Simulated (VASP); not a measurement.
A run of VASP 6.6.1 is set up as follows.

File INCAR:

```
SYSTEM = CdTe
ALGO = Normal
EDIFF = 1E-7
ENCUT = 520
GGA = PE
ISIF = 2
ISMEAR = 0
ISPIN = 2
LASPH = .TRUE.
LCHARG = .FALSE.
LORBIT = 11
LREAL = .FALSE.
LWAVE = .FALSE.
MAGMOM = 0.5 0.5 0.5 0.5
NBANDS = 30
NELM = 150
PREC = Accurate
SIGMA = 0.05
```

Contents of KPOINTS:

```
k-points
0
G
  1 1 13
  0 0 0
```

POSCAR

```
CdTe
1.0
   11.7000000000      0.0000000000      0.0000000000
    0.0000000000      9.3000000000      0.0000000000
    0.0000000000      0.0000000000      4.7909805334
Cd Te
2 2
Direct
    0.4287253201      0.5000000000      0.0000000000
    0.5712746799      0.5000000000      0.5000000000
    0.3113297932      0.5000000000      0.5000000000
    0.6886702068      0.5000000000      0.0000000000
```

Potentials or basis: VASP PAW PBE potentials, release 64 (Cd, Te).

Launch:

```bash
$ cat potpaw_PBE.64/Cd/POTCAR potpaw_PBE.64/Te/POTCAR > POTCAR
$ mpirun -np 1 vasp_std > vasp.out
```

What does it give for the band gap on the k mesh?

1.49 eV (least direct gap 1.70 eV).

What does it give for the largest force?

0.041 eV/Å.

Forces in eV/Å, atoms in the order of the input:
```
Cd  -0.001  0.000  0.000
Cd   0.001  0.000  0.000
Te  -0.041  0.000  0.000
Te   0.041  0.000  0.000
```

Caveat: spin-orbit coupling is left out, which moves the levels of the heavy elements.
